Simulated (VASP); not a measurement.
Write the native input for VASP 6.6.1 that does the following.

* Task: single point
* Functional: PBEsol
* Potentials or basis: VASP PAW PBE potentials, release 64 (W_sv, S)
* Cutoff: 520 eV
* k mesh: 12 × 12 × 1
* Occupations: gaussian, width 0.05 eV
* Spin: no spin polarisation
* Dipole correction: no
* Further INCAR settings: ALGO = Normal; EDIFF = 1e-06; NBANDS = 35

The structure of WS2 lies in POSCAR:

```
WS2
1.0
    3.1457762207      0.0000000000      0.0000000000
   -1.5728881103      2.7243221217      0.0000000000
    0.0000000000      0.0000000000     33.9068420743
W S
2 4
Direct
    0.3333333333      0.6666666667      0.0000000000
    0.3333333333      0.6666666667      0.5000000000
    0.6666666667      0.3333333333      0.4537880743
    0.6666666667      0.3333333333      0.9537880743
    0.6666666667      0.3333333333      0.0462119257
    0.6666666667      0.3333333333      0.5462119257
```

These files were run (other wordings do the same):

INCAR

```
SYSTEM = WS2
ALGO = Normal
EDIFF = 1E-6
ENCUT = 520
GGA = PS
ISIF = 2
ISMEAR = 0
LASPH = .True.
LCHARG = .True.
LELF = .True.
LREAL = .False.
LVHAR = .True.
LWAVE = .False.
NBANDS = 35
NELM = 60
PREC = Accurate
SIGMA = 0.05
```

KPOINTS

```
k-points
0
Gamma
  12 12 1
  0 0 0
```

Potentials or basis: VASP PAW PBE potentials, release 64 (W_sv, S).

Launch:

```bash
$ cat potpaw_PBE.64/W_sv/POTCAR potpaw_PBE.64/S/POTCAR > POTCAR
$ mpirun -np 1 vasp_std > vasp.out
```

It gave:

- Largest force: 0.021 eV/Å
- Band gap on the k mesh: 1.94 eV

Caveat: the PAW data sets were made with another functional, which shifts forces and pressure a little; spin-orbit coupling is left out, which moves the levels of the heavy elements.

Wall time 15 min on 1 thread of AMD EPYC 7571, on a shared host, peak memory 0.42 GiB.
